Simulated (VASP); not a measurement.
**Li: single point with PBE**

Crystal: Li.

```xyz
4
Lattice="4.1958 0.0000 0.0000 -2.0979 3.6337 0.0000 0.0000 0.0000 5.1455" Properties=species:S:1:pos:R:3 pbc="T T T"
Li    0.0000    0.0000    0.0733
Li    0.0000    0.0000    2.6461
Li    0.0000    2.4224    4.0802
Li    2.0979    1.2112    1.5074
```

```yaml
Program: VASP 6.6.1
Task: single point
Functional: PBE
Potentials_or_basis: VASP PAW PBE potentials, release 64 (Li_sv)
Cutoff: 520 eV
k_mesh: 6 × 6 × 4
Occupations: gaussian, width 0.1 eV
Spin: no spin polarisation
```

| Quantity | Value |
| --- | --- |
| Largest force | 0.084 eV/Å |
| Band gap on the k mesh | zero (band 6 reaches 1.34 eV, above the bottom of band 7 at 0.13 eV) |

Forces on the atoms (eV/Å):
```
Li   0.000  0.000  0.084
Li   0.000  0.000  0.084
Li   0.000  0.000 -0.084
Li   0.000  0.000 -0.084
```

Levels at points of the mesh, in eV from the Fermi level:
```csv
k point,band 3,band 4,band 5,band 6,band 7,band 8,band 9,band 10
"(0.00, 0.00, 0.00)",-46.93,-46.92,-3.77,0.05,0.79,3.57,3.57,4.79
"(0.50, 0.00, 0.00)",-46.93,-46.93,-1.81,-1.53,1.15,1.44,2.02,4.08
"(0.00, 0.00, 0.50)",-46.92,-46.92,-2.73,-2.73,4.72,4.72,4.72,4.72
"(0.50, 0.00, 0.50)",-46.93,-46.93,-1.02,-1.02,-0.12,-0.12,2.81,2.81
```

Run time: 15 s on 1 thread of AMD EPYC 9R45 96-Core Processor (Zen 5), on a shared host, peak memory 0.15 GiB.
